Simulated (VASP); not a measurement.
Ti, 1 atom in the cell. The structure is cubic, space group Im-3m (No. 229). The conventional cell has a = 3.210 Å, b = 3.210 Å, c = 3.210 Å, α = 90.00°, β = 90.00°, γ = 90.00°. Within 3.7 Å of Ti (site symmetry m-3m) lie 14 Ti at 2.78 to 3.21 Å. This isn't the form of Ti at room conditions, which is hcp.

| Item | Value |
| --- | --- |
| Program | VASP 6.6.1 |
| Task | relaxation of cell and atoms |
| Functional | PBEsol |
| Potentials or basis | VASP PAW PBE potentials, release 64 (Ti_sv) |
| Cutoff | 600 eV |
| k mesh | 20 × 20 × 20 |
| Occupations | fermi-dirac, width 0.15 eV |
| Spin | no spin polarisation |
| Dipole correction | no |
| Further INCAR settings | ALGO = Normal; EDIFF = 1e-06; IBRION = 2; EDIFFG = -0.001; NSW = 80; ISIF = 3 |

Potentials or basis: VASP PAW PBE potentials, release 64 (Ti_sv).

Run with:

```bash
$ cat potpaw_PBE.64/Ti_sv/POTCAR > POTCAR
$ mpirun -np 1 vasp_std > vasp.out
```

Hardware: 1 thread of Intel Xeon 8259CL (shared host).

Problem. Estimate the wall time of this run.

Solution. Wall time 4.2 min on 1 thread of Intel Xeon 8259CL, with other jobs on the host, peak memory 0.2 GiB. Counts: scf iterations 74, k points 256, ion steps 14.
